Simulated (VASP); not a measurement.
Set up this calculation in VASP 6.6.1, as the native input.

```
Task                   : single point
Functional             : PBE
Potentials or basis    : VASP PAW PBE potentials, release 64 (La, Y_sv, F)
Cutoff                 : 520 eV
k mesh                 : 4 × 4 × 4
Occupations            : gaussian, width 0.1 eV
Spin                   : no spin polarisation
Dipole correction      : no
Further INCAR settings : ALGO = Normal; EDIFF = 1e-07; NBANDS = 40
```

The structure of LaY4F lies in POSCAR:

```
LaY4F
1.0
    0.0000000000      4.0297397900      4.0297397900
    4.0297397900      0.0000000000      4.0297397900
    4.0297397900      4.0297397900      0.0000000000
La Y F
1 4 1
Direct
    0.5000000000      0.5000000000      0.5000000000
    0.8769079000      0.3692763100      0.8769079000
    0.8769079000      0.8769079000      0.3692763100
    0.8769079000      0.8769079000      0.8769079000
    0.3692763100      0.8769079000      0.8769079000
    0.2500000000      0.2500000000      0.2500000000
```

The input as run:

INCAR

```
  ALGO = Normal
  EDIFF = 1E-7
  ENCUT = 520
  GGA = PE
  ISIF = 2
  ISMEAR = 0
  LASPH = T
  LCHARG = F
  LREAL = F
  LWAVE = F
  NBANDS = 40
  NELM = 60
  PREC = Accurate
  SIGMA = 0.1
```

KPOINTS

```
k-points
0
Gamma
  4 4 4
```

Potentials or basis: VASP PAW PBE potentials, release 64 (La, Y_sv, F).

Run with:

```console
$ cat potpaw_PBE.64/La/POTCAR potpaw_PBE.64/Y_sv/POTCAR potpaw_PBE.64/F/POTCAR > POTCAR
$ mpirun -np 1 vasp_std > vasp.out
```

Results of the run:

The pressure is 22.2 GPa, the largest force is 0.780 eV/Å and the band gap on the k mesh is zero (band 31 reaches 5.92 eV, above the bottom of band 32 at 5.52 eV).

Caveat: spin-orbit coupling is left out, which moves the levels of the heavy elements.

It took 2.5 min on 1 thread of AMD EPYC 7R43 64-Core Processor (Zen 3), on a shared host, peak memory 0.24 GiB.
